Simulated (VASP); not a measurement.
Wanted: the native input for a VASP 6.6.1 run.

```yaml
Task: relaxation of the atoms
Functional: PBE
Potentials_or_basis: VASP PAW PBE potentials, release 64 (Ca_sv)
Cutoff: 520 eV
k_mesh: 9 × 9 × 1
Occupations: gaussian, width 0.1 eV
Spin: no spin polarisation
Dipole_correction: yes
Further_INCAR_settings: ALGO = Normal; EDIFF = 1e-07; IBRION = 2; EDIFFG = -0.02; NSW = 80
```

The structure of Ca lies in POSCAR:

```
Ca
1.0
    3.9066182650      0.0000000000      0.0000000000
   -1.9533091325      3.3832306604      0.0000000000
    0.0000000000      0.0000000000     18.1897404564
Ca
2
Direct
    0.6666666667      0.3333333333      0.4123203417
    0.3333333333      0.6666666667      0.5876796583
```

These files were run (other wordings do the same):

INCAR

```
SYSTEM = Ca
PREC = Accurate
ENCUT = 520
EDIFF = 1E-7
ISMEAR = 0
SIGMA = 0.1
LREAL = .FALSE.
LASPH = .TRUE.
NELM = 60
ALGO = Normal
ISIF = 2
LWAVE = .FALSE.
LCHARG = .FALSE.
LDIPOL = .TRUE.
IDIPOL = 3
DIPOL = 0.5 0.5 0.500
GGA = PE
IBRION = 2
NSW = 80
EDIFFG = -0.02
```

KPOINTS

```
regular mesh
0
G
  9 9 1
  0 0 0
```

Potentials or basis: VASP PAW PBE potentials, release 64 (Ca_sv).

Launch:

```sh
$ cat potpaw_PBE.64/Ca_sv/POTCAR > POTCAR
$ mpirun -np 1 vasp_std > vasp.out
```

It gave:

| Quantity | Value |
| --- | --- |
| Energy gained by relaxing | 7.2 meV/atom |
| Ionic steps | 6 |
| Largest force after relaxing | 0.008 eV/Å |
| Band gap on the k mesh | zero (band 10 reaches -0.97 eV, above the bottom of band 11 at -1.00 eV) |

It used 300 s of CPU time on 1 thread of Intel Xeon 6975P-C (shared host).
